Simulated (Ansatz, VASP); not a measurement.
# Mg in VASP and in Ansatz

```
Mg
1.0
     3.17195    0.00000    0.00000
     0.00000    3.17195    0.00000
     0.00000    0.00000    3.17195
Mg
1
Direct
  0.00000 0.00000 0.00000
```

Alike in both runs: task single point; functional RPBE; k mesh 12 × 12 × 12; occupations fermi-dirac, width 0.1 eV; no spin polarisation.

|  | VASP | Ansatz |
| --- | --- | --- |
| version | VASP 6.6.1 | Ansatz 0.2.0 |
| potentials or method | VASP PAW PBE potentials, release 64 (Mg), cutoff 520 eV | plane waves (420 eV) with PAW, scalar-relativistic |
| valence electrons in the cell | 2 | 10 |

Ansatz gave:

```
pressure (GPa) : -1.9
```

Problem. Which values does VASP return?

Solution. Pressure (GPa): -2.0.

VASP's potentials were made for PBE, not for RPBE. VASP's potentials hold 2 valence electrons a cell and Ansatz's 10, so a difference there can come from the potentials and not from the codes.
